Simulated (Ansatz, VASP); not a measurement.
**Two plane-wave programs on MgO**

```
Mg O
1.0
     0.00000    2.13515    2.13515
     2.13515    0.00000    2.13515
     2.13515    2.13515    0.00000
Mg O
1 1
Direct
  0.00000 0.00000 0.00000
  0.50000 0.50000 0.50000
```

Alike in both runs: task single point; functional r2SCAN; k mesh 10 × 10 × 10; occupations gaussian, width 0.05 eV; no spin polarisation.

|  | VASP | Ansatz |
| --- | --- | --- |
| version | VASP 6.6.1 | Ansatz 0.2.0 |
| potentials or method | VASP PAW PBE potentials, release 64 (Mg_sv, O), cutoff 920 eV | scalar-relativistic, plane waves, PAW |
| valence electrons in the cell | 16 | 16 |

|  | VASP | Ansatz | Ansatz less VASP |
| --- | --- | --- | --- |
| gap on the k mesh at the Fermi level (eV) | 5.24 | 5.22 | -0.018 |
| least direct gap on the mesh (eV) | 5.24 | 5.22 | -0.018 |
| pressure (GPa) | -6.5 | -7.1 | -0.58 |

VASP's potentials were made for PBE, not for r2SCAN. With one functional, cell and mesh, what is left measures potentials, basis and numerics.
